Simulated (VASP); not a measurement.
## Pb: single point with PBEsol

Crystal: Pb.

```
Pb
1.0
     0.00000    3.45627    3.45627
     3.45627    0.00000    3.45627
     3.45627    3.45627    0.00000
Pb
2
Direct
  0.12500 0.12500 0.12500
  0.87500 0.87500 0.87500
```

| Quantity | Value |
| --- | --- |
| Program | VASP 6.6.1 |
| Task | single point |
| Functional | PBEsol |
| Potentials or basis | VASP PAW PBE potentials, release 64 (Pb_d) |
| Cutoff | 520 eV |
| k mesh | 8 × 8 × 8 |
| Occupations | fermi-dirac, width 0.1 eV |
| Spin | no spin polarisation |
| Dipole correction | no |
| Further INCAR settings | ALGO = Normal; EDIFF = 1e-06; NBANDS = 21 |

```yaml
Pressure: -0.1 GPa
Band_gap_on_the_k_mesh: zero (band 14 reaches 4.43 eV, above the bottom of band 15 at 3.30 eV)
```

Levels at points of the mesh, in eV from the Fermi level:
```tsv
k point	band 11	band 12	band 13	band 14	band 15	band 16	band 17	band 18
(0.00, 0.00, 0.00)	-11.08	-4.03	0.39	0.39	0.39	2.39	2.39	2.39
(0.50, 0.00, 0.00)	-9.75	-7.10	-1.00	-0.74	-0.74	3.49	3.49	5.36
(0.50, 0.50, 0.00)	-8.47	-8.47	-1.94	-1.94	0.82	0.82	7.08	7.08
```

Wall time 41 s on 1 thread of Intel(R) Xeon(R) Platinum 8375C CPU @ 2.90GHz (Ice Lake), with other jobs on the host, peak memory 0.21 GiB.

Caveat: the PAW data sets were made with another functional, which shifts forces and pressure a little; spin-orbit coupling is left out, which moves the levels of the heavy elements.
